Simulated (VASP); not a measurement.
# HfN (P6_3/mmc) in VASP: a series of runs

Runs on HfN. Level: PBEsol. Tasks: single point, relaxation of cell and atoms.

Program: VASP 6.6.1. These are calculated values, not measurements. Logs are shortened: lines on timing, memory, paths and dates and some standing lists are left out, and cuts for length are marked.

## (1) The cell of the first run

Symmetry: P6_3/mmc, No. 194, hexagonal system. Conventional cell: a = 3.128 Å, b = 3.128 Å, c = 5.391 Å, α = 90.00°, β = 90.00°, γ = 120.00°. Hf (site symmetry -6m2) has 6 N at 2.25 Å within 3.0 Å. N (site symmetry -3m) has 6 Hf at 2.25 Å and 2 N at 2.70 Å within 3.0 Å.

## (2) Single point, PBEsol

File INCAR:

```
SYSTEM = HfN
PREC = Accurate
ENCUT = 520
EDIFF = 1E-6
ISMEAR = 0
SIGMA = 0.1
LREAL = .False.
LASPH = .True.
NELM = 80
ALGO = Normal
ISIF = 2
LWAVE = .False.
LCHARG = .True.
GGA = PS
LELF = .True.
LVHAR = .True.
NBANDS = 23
```

File KPOINTS:

```
regular mesh
0
Gamma
  18 18 10
  0 0 0
```

File POSCAR:

```
HfN
1.0
    3.1277073043      0.0000000000      0.0000000000
   -1.5638536522      2.7086739812      0.0000000000
    0.0000000000      0.0000000000      5.3909359289
Hf N
2 2
Direct
    0.6666666667      0.3333333333      0.7500000000
    0.3333333333      0.6666666667      0.2500000000
    0.0000000000      0.0000000000      0.0000000000
    0.0000000000      0.0000000000      0.5000000000
```

Potentials or basis: VASP PAW PBE potentials, release 64 (Hf_pv, N).

Started as:

```console
cat potpaw_PBE.64/Hf_pv/POTCAR potpaw_PBE.64/N/POTCAR > POTCAR
mpirun -np 1 vasp_std > vasp.out
```

OUTCAR:

```text
SYSTEM = HfN
   PREC = Accurate
   ENCUT = 520
   EDIFF = 1E-6
   ISMEAR = 0
   LREAL = .False.
   LASPH = .True.
   NELM = 80
   ISIF = 2
   GGA = PS

 ion  position               nearest neighbor table
   1  0.667  0.333  0.750-   3 2.25   4 2.25   3 2.25   4 2.25   3 2.25   4 2.25   2 3.24   2 3.24
                             2 3.24   2 3.24   2 3.24   2 3.24
   2  0.333  0.667  0.250-   3 2.25   4 2.25   3 2.25   4 2.25   3 2.25   4 2.25   1 3.24   1 3.24
                             1 3.24   1 3.24   1 3.24   1 3.24
   3  0.000  0.000  0.000-   1 2.25   2 2.25   1 2.25   2 2.25   1 2.25   2 2.25
   4  0.000  0.000  0.500-   1 2.25   2 2.25   1 2.25   2 2.25   1 2.25   2 2.25

  LATTYP: Found a hexagonal cell.
 ALAT       =     3.1277073043
 C/A-ratio  =     1.7236062727

  Lattice vectors:

 A1 = (   3.1277073043,   0.0000000000,   0.0000000000)
 A2 = (  -1.5638536522,   2.7086739812,   0.0000000000)
 A3 = (   0.0000000000,   0.0000000000,   5.3909359289)

Analysis of symmetry for initial positions (statically):
=====================================================================
 Subroutine PRICEL returns:
 Original cell was already a primitive cell.

 Routine SETGRP: Setting up the symmetry group for a
 hexagonal supercell.

 Subroutine GETGRP returns: Found 24 space group operations
 (whereof 12 operations were pure point group operations)
 out of a pool of 24 trial point group operations.

The static configuration has the point symmetry D_3d.
 The point group associated with its full space group is D_6h.

Analysis of symmetry for dynamics (positions and initial velocities):
=====================================================================
 Subroutine PRICEL returns:
 Original cell was already a primitive cell.

 Routine SETGRP: Setting up the symmetry group for a
 hexagonal supercell.

 Subroutine GETGRP returns: Found 24 space group operations
 (whereof 12 operations were pure point group operations)
 out of a pool of 24 trial point group operations.

The dynamic configuration has the point symmetry D_3d.
 The point group associated with its full space group is D_6h.

 Subroutine INISYM returns: Found 24 space group operations
 (whereof 12 operations are pure point group operations),
 and found     1 'primitive' translations

----------------------------------------------------------------------------------------

                                     Primitive cell

  volume of cell :      45.6717

  direct lattice vectors                    reciprocal lattice vectors
     3.127707304  0.000000000  0.000000000     0.319723012  0.184592167  0.000000000
    -1.563853652  2.708673981  0.000000000     0.000000000  0.369184334  0.000000000
     0.000000000  0.000000000  5.390935929     0.000000000  0.000000000  0.185496547

  length of vectors
     3.127707304  3.127707304  5.390935929     0.369184334  0.369184334  0.185496547

  position of ions in fractional coordinates (direct lattice)
     0.666666667  0.333333333  0.750000000
     0.333333333  0.666666667  0.250000000
     0.000000000  0.000000000  0.000000000
     0.000000000  0.000000000  0.500000000

  ion indices of the primitive-cell ions
   primitive index   ion index
                 1           1
                 2           2
                 3           3
                 4           4

----------------------------------------------------------------------------------------

 KPOINTS: regular mesh

Automatic generation of k-mesh.
 Grid dimensions read from file:
 generate k-points for:   18   18   10

 Generating k-lattice:

  Cartesian coordinates                     Fractional coordinates (reciprocal lattice)
     0.017762390  0.010255120  0.000000000     0.055555556 -0.000000000  0.000000000
     0.000000000  0.020510241  0.000000000     0.000000000  0.055555556  0.000000000
     0.000000000  0.000000000  0.018549655     0.000000000  0.000000000  0.100000000

  Length of vectors
     0.020510241  0.020510241  0.018549655

  Shift w.r.t. Gamma in fractional coordinates (k-lattice)
     0.000000000  0.000000000  0.000000000

 Subroutine IBZKPT returns following result:
 ===========================================

 Found    222 irreducible k-points:

 Following reciprocal coordinates:
            Coordinates               Weight
  0.000000  0.000000  0.000000      1.000000
  0.055556  0.000000  0.000000      6.000000
  0.111111  0.000000  0.000000      6.000000
  0.166667 -0.000000  0.000000      6.000000
  0.222222  0.000000  0.000000      6.000000
  0.277778  0.000000  0.000000      6.000000
[... 16 lines left out ...]
  0.333333  0.111111  0.000000     12.000000
  0.388889  0.111111  0.000000     12.000000
 [... further k-points ...]
   k-points           NKPTS =    222   k-points in BZ     NKDIM =    222   number of bands    NBANDS=     23
   number of dos      NEDOS =    301   number of ions     NIONS =      4
   total plane-waves  NPLWV =  23040
   dimension x,y,z NGX =    24 NGY =   24 NGZ =   40
   dimension x,y,z NGXF=    48 NGYF=   48 NGZF=   80
   ions per type =               2   2
   NGX,Y,Z   is equivalent  to a cutoff of  12.76, 12.76, 12.34 a.u.
   NGXF,Y,Z  is equivalent  to a cutoff of  25.51, 25.51, 24.67 a.u.
 SYSTEM =  HfN
   PREC   = accura    normal or accurate (medium, high low for compatibility)
   ISTART =      0    job   : 0-new  1-cont  2-samecut
   ICHARG =      2    charge: 1-file 2-atom 10-const
   ISPIN  =      1    spin polarized calculation?
   LNONCOLLINEAR =      F non collinear calculations
   LSORBIT =      F    spin-orbit coupling
   LASPH  =      T    aspherical Exc in radial PAW
   ENCUT  =  520.0 eV  38.22 Ry    6.18 a.u.   5.82  5.82 10.02*2*pi/ulx,y,z
   NELM   =     80;   NELMIN=  2; NELMDL= -5     # of ELM steps
   EDIFF  = 0.1E-05   stopping-criterion for ELM
   LREAL  =      F    real-space projection
   EDIFFG = 0.1E-04   stopping-criterion for IOM
   NSW    =      0    number of steps for IOM
   IBRION =     -1    ionic relax: 0-MD 1-quasi-New 2-CG
   NFREE  =      0    steps in history (QN), initial steepest desc. (CG)
   ISIF   =      2    stress and relaxation
   ISYM   =      2    0-nonsym 1-usesym 2-fastsym
   POTIM  = 0.5000    time-step for ionic-motion
   TEBEG  =    0.0;   TEEND  =   0.0 temperature during run
   PSTRESS=    0.0 pullay stress
   NELECT =      30.0000    total number of electrons
   NUPDOWN=      -1.0000    fix difference up-down
   EMIN   =  10.00;   EMAX   =-10.00  energy-range for DOS
   EFERMI =   0.00;   METHOD = LEGACY
   ISMEAR =     0;   SIGMA  =   0.10  broadening in eV -4-tet -1-fermi 0-gaus
   EFERMI_NEDOS =   21; number of points for ismear=-14 and -15
   IALGO  =     38    algorithm
   IMIX   =      4    mixing-type and parameters
     AMIX     =   0.40;   BMIX     =  1.00
     AMIX_MAG =   1.60;   BMIX_MAG =  1.00
  volume/ion in A,a.u.               =      11.42        77.05
  Fermi-wavevector in a.u.,A,eV,Ry     =   1.423092  2.689254 27.554386  2.025190
  Thomas-Fermi vector in A             =   2.543726
   LORBIT       =      0    0 simple, 1 ext, 2 COOP (PROOUT), +10 PAW based schemes
   GGA     = PS    functional components
   LHFCALC =     F    Hartree Fock is set to
   AEXX    =    0.0000 exact exchange contribution
   IVDW    =     0    specifies the selected vdW correction
   LEPSILON=     F    determine dielectric tensor
   LRPA    =     F    only Hartree local field effects (RPA)
 non-spin polarized calculation
 Gauss-broadening in eV      SIGMA  =   0.10
  energy-cutoff  :      520.00
  volume of cell :       45.67
 maximum number of plane-waves:      1251
 NGX is ok and might be reduce to    24
   NGX = 11   NGY = 11   NGZ = 21

 number of electron      29.9999999 magnetization

 Free energy of the ion-electron system (eV)
  ---------------------------------------------------
  ext. energy  EPLUGINS =         0.00000000
  ---------------------------------------------------
  free energy    TOTEN  =       -45.87083598 eV

  energy without entropy =      -45.86754362  energy(sigma->0) =      -45.86918980

 E-fermi :   7.8426     XC(G=0): -12.9492

 val. band max:        7.8339226059   @ k =   0.0556   0.0556   0.1000
 cond. band min:       7.8455964126   @ k =   0.1667  -0.0000   0.4000
 fundamental gap:      0.0116738067
 Fermi energy:         7.8426278959

 k-point     1 :       0.0000    0.0000    0.0000
  band No.  band energies     occupation
      1     -23.8032      2.00000
      2     -22.8975      2.00000
      3     -22.7996      2.00000
      4     -22.7996      2.00000
      5     -22.7352      2.00000
      6     -22.7352      2.00000
[... 15 lines left out ...]
     22      13.5669      0.00000
     23      13.5669      0.00000

 k-point     2 :       0.0556    0.0000    0.0000
  band No.  band energies     occupation
      1     -23.7916      2.00000
      2     -22.8985      2.00000
      3     -22.8274      2.00000
      4     -22.8086      2.00000
      5     -22.7627      2.00000
      6     -22.7374      2.00000
[... 15 lines left out ...]
     22      13.4426      0.00000
     23      13.5529      0.00000

 k-point     3 :       0.1111    0.0000    0.0000
  band No.  band energies     occupation
      1     -23.7576      2.00000
      2     -22.9090      2.00000
      3     -22.9020      2.00000
      4     -22.8392      2.00000
      5     -22.8332      2.00000
      6     -22.7455      2.00000
[... 15 lines left out ...]
     22      13.1180      0.00000
     23      13.5191      0.00000

 k-point     4 :       0.1667   -0.0000    0.0000
  band No.  band energies     occupation
      1     -23.7037      2.00000
      2     -23.0358      2.00000
      3     -22.9497      2.00000
      4     -22.9089      2.00000
      5     -22.8684      2.00000
      6     -22.7603      2.00000
[... 15 lines left out ...]
     22      12.7861      0.00000
     23      13.0849      0.00000

 k-point     5 :       0.2222    0.0000    0.0000
  band No.  band energies     occupation
      1     -23.6339      2.00000
      2     -23.1906      2.00000
      3     -23.0783      2.00000
      4     -22.9205      2.00000
      5     -22.9091      2.00000
      6     -22.7804      2.00000
[... 15 lines left out ...]
     22      12.7807      0.00000
     23      12.9599      0.00000

 k-point     6 :       0.2778    0.0000    0.0000
  band No.  band energies     occupation
      1     -23.5534      2.00000
      2     -23.3518      2.00000
      3     -23.2102      2.00000
      4     -22.9505      2.00000
      5     -22.9384      2.00000
      6     -22.8033      2.00000
[... 15 lines left out ...]
     22      13.2821      0.00000
     23      13.5198      0.00000

 k-point     7 :       0.3333   -0.0000    0.0000
  band No.  band energies     occupation
      1     -23.4994      2.00000
      2     -23.4691      2.00000
      3     -23.3306      2.00000
      4     -22.9882      2.00000
      5     -22.9633      2.00000
      6     -22.8256      2.00000
[... 353 lines left out ...]
     22      12.7192      0.00000
     23      13.0149      0.00000

 k-point    21 :       0.2222    0.1111    0.0000
  band No.  band energies     occupation
      1     -23.5279      2.00000
      2     -23.3569      2.00000
      3     -23.2502      2.00000
      4     -22.9653      2.00000
      5     -22.9446      2.00000
      6     -22.8559      2.00000
[... 15 lines left out ...]
     22      13.2331      0.00000
     23      13.9295      0.00000

 k-point    22 :       0.2778    0.1111    0.0000
  band No.  band energies     occupation
      1     -23.4914      2.00000
      2     -23.4463      2.00000
      3     -23.3417      2.00000
      4     -23.0204      2.00000
      5     -22.9702      2.00000
      6     -22.8840      2.00000
[... 15 lines left out ...]
     22      14.0223      0.00000
     23      14.1863      0.00000

 k-point    23 :       0.3333    0.1111    0.0000
  band No.  band energies     occupation
      1     -23.5978      2.00000
      2     -23.4156      2.00000
      3     -23.3686      2.00000
      4     -23.0647      2.00000
      5     -23.0017      2.00000
      6     -22.9071      2.00000
[... 15 lines left out ...]
     22      14.2217      0.00000
     23      14.7141      0.00000

 k-point    24 :       0.3889    0.1111    0.0000
  band No.  band energies     occupation
      1     -23.6659      2.00000
      2     -23.4636      2.00000
      3     -23.3068      2.00000
      4     -23.0932      2.00000
      5     -23.0333      2.00000
      6     -22.9224      2.00000
[... 15 lines left out ...]
     22      14.2496      0.00000
     23      15.1577      0.00000

 [... further k-points ...]

------------------------ aborting loop because EDIFF is reached ----------------------------------------

  FORCE on cell =-STRESS in cart. coord.  units (eV):
  Direction    XX          YY          ZZ          XY          YZ          ZX
  --------------------------------------------------------------------------------------
  -------------------------------------------------------------------------------------
  Total       -0.6326698     -0.6326698     -0.5374096      0.0000000      0.0000000      0.0000000
  in kB      -22.1942607    -22.1942607    -18.8525028      0.0000000      0.0000000      0.0000000
  external PRESSURE =     -21.0803414 kB  Pullay stress =       0.0000000 kB

 VOLUME and BASIS-vectors are now :
 -----------------------------------------------------------------------------
  energy-cutoff  :      520.00
  volume of cell :       45.67
      direct lattice vectors                 reciprocal lattice vectors
     3.127707304  0.000000000  0.000000000     0.319723012  0.184592167  0.000000000
    -1.563853652  2.708673981  0.000000000     0.000000000  0.369184334  0.000000000
     0.000000000  0.000000000  5.390935929     0.000000000  0.000000000  0.185496547

 POSITION                                       TOTAL-FORCE (eV/Angst)
 -----------------------------------------------------------------------------------
      1.56385      0.90289      4.04320        -0.000000     -0.000000      0.000000
     -0.00000      1.80578      1.34773         0.000000      0.000000      0.000000
      0.00000      0.00000      0.00000         0.000000      0.000000      0.000000
      0.00000      0.00000      2.69547         0.000000      0.000000      0.000000
 -----------------------------------------------------------------------------------
    total drift:                               -0.000000      0.000000     -0.000000

  FREE ENERGIE OF THE ION-ELECTRON SYSTEM (eV)
  ---------------------------------------------------
  free  energy   TOTEN  =       -45.8708359818 eV

  energy  without entropy=      -45.8675436161  energy(sigma->0) =      -45.86918980
```

It took 69 s on 1 thread of Intel Xeon 6975P-C (Granite Rapids), shared host; peak memory 0.31 GiB.

What came out:

| Item | Value |
| --- | --- |
| Free energy | -45.8708 eV |
| Pressure | -2.1 GPa |
| Band gap on the k mesh | zero (bands 15 and 16 overlap by 2.35 eV) |

Caveat: the PAW data sets were made with another functional, which shifts forces and pressure a little; spin-orbit coupling is left out, which moves the levels of the heavy elements.

(Part 1 of 3 ends here.)

The gap in the log of VASP goes by the Fermi energy; the results here count the filled bands.